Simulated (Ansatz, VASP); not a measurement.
## Al: VASP beside Ansatz

File INCAR:

```
PREC     = Accurate       # precision mode
ENCUT    = 520            # plane-wave cutoff, eV
EDIFF    = 1E-6           # SCF threshold, eV
ISMEAR   = 0              # smearing method
SIGMA    = 0.15           # smearing width, eV
LREAL    = False          # projectors in reciprocal space
LASPH    = True           # aspherical terms in the spheres
NELM     = 80             # most SCF steps
ALGO     = Fast           # electronic algorithm
ISIF     = 2              # what is computed and relaxed
LWAVE    = False          # write WAVECAR
LCHARG   = False          # write CHGCAR
GGA      = PE             # functional
NBANDS   = 8              # bands
```

The input KPOINTS:

```
Automatic mesh
0
Gamma
  20 20 20
```

File POSCAR:

```
Al
1.0
    0.0632493750      2.0239800000      2.0239800000
    2.0239800000      0.0632493750      2.0239800000
    2.0872293750      2.0872293750      0.0000000000
Al
1
Direct
    0.0000000000      0.0000000000      0.0000000000
```

Input for Ansatz:

```yaml
crystal:
  lattice:
    - [0.063249375, 2.02398, 2.02398]
    - [2.02398, 0.063249375, 2.02398]
    - [2.087229375, 2.087229375, 0.0]
  atoms:
    - { symbol: Al, position: [0.0, 0.0, 0.0] }
basis:
  ecutwfc: 420
kpoints:
  mp_grid: { grid: [20, 20, 20] }
hamiltonian:
  xc: pbe
scf:
  occupations: { method: gaussian, width: 0.15 }
output:
  forces: true
  stress: true
  eigenvalues: true
```

Change from the starting cell: strain +0.0625 x Voigt [0, 0, 0, 0, 0, 1], atoms carried along.

Alike in both runs: task single point; functional PBE; k mesh 20 × 20 × 20; occupations gaussian, width 0.15 eV; no spin polarisation.

```csv
,VASP,Ansatz
version,VASP 6.6.1,Ansatz 0.2.0
potentials or method,"VASP PAW PBE potentials, release 64 (Al), cutoff 520 eV","scalar-relativistic, plane waves, PAW"
valence electrons in the cell,3,3
```

|  | VASP | Ansatz | Ansatz less VASP |
| --- | --- | --- | --- |
| gap on the k mesh at the Fermi level (eV) | none | none | - |
| pressure (GPa) | -0.1 | -0.1 | +0.04 |
| traceless stress, the component that is largest in VASP (GPa) | -1.97 | -1.97 | -0.006 |

A gap of «none» marks a metal or a gap that the smearing closes. The functional is the same, so the differences come from potentials, cutoffs and numerics.
